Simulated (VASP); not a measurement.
Write the native input for VASP 6.6.1 that does the following.

```
Task                   : single point
Functional             : PBE
Potentials or basis    : VASP PAW PBE potentials, release 64 (Hf_pv, Hg, F)
Cutoff                 : 520 eV
k mesh                 : 6 × 6 × 6
Occupations            : gaussian, width 0.1 eV
Spin                   : no spin polarisation
Dipole correction      : no
Further INCAR settings : ALGO = Normal; EDIFF = 1e-06; NBANDS = 22
```

The structure of HfHgF lies in POSCAR:

```
HfHgF
1.0
    4.8185868086      0.0000000000      0.0000000000
   -2.4092934043      4.1730185866      0.0000000000
    0.0000000000      0.0000000000      3.0459788523
Hf Hg F
1 1 1
Direct
    0.6666666667      0.3333333333      0.5000000000
    0.3333333333      0.6666666667      0.5000000000
    0.0000000000      0.0000000000      0.0000000000
```

The cell was generated, and may not be a known phase.

These files were run (other wordings do the same):

INCAR

```
SYSTEM = HfHgF
ALGO = Normal ; EDIFF = 1E-6
ENCUT = 520 ; GGA = PE
ISIF = 2 ; ISMEAR = 0
LASPH = .True. ; LCHARG = .True.
LELF = .True. ; LREAL = .False.
LVHAR = .True. ; LWAVE = .False.
NBANDS = 22 ; NELM = 100
PREC = Accurate ; SIGMA = 0.1
```

KPOINTS

```
k-points
0
Gamma
  6 6 6
  0 0 0
```

Potentials or basis: VASP PAW PBE potentials, release 64 (Hf_pv, Hg, F).

Run with:

```console
$ cat potpaw_PBE.64/Hf_pv/POTCAR potpaw_PBE.64/Hg/POTCAR potpaw_PBE.64/F/POTCAR > POTCAR
$ mpirun -np 1 vasp_std > vasp.out
```

Results of the run:

```json
{
  "Pressure": "-0.4 GPa",
  "Band gap on the k mesh": "zero (an odd number of electrons rules out a gap without spin polarisation)"
}
```

Caveat: spin-orbit coupling is left out, which moves the levels of the heavy elements.

It took 20 s on 1 thread of Intel(R) Xeon(R) Platinum 8559C (Emerald Rapids), with other jobs on the host, peak memory 0.2 GiB.
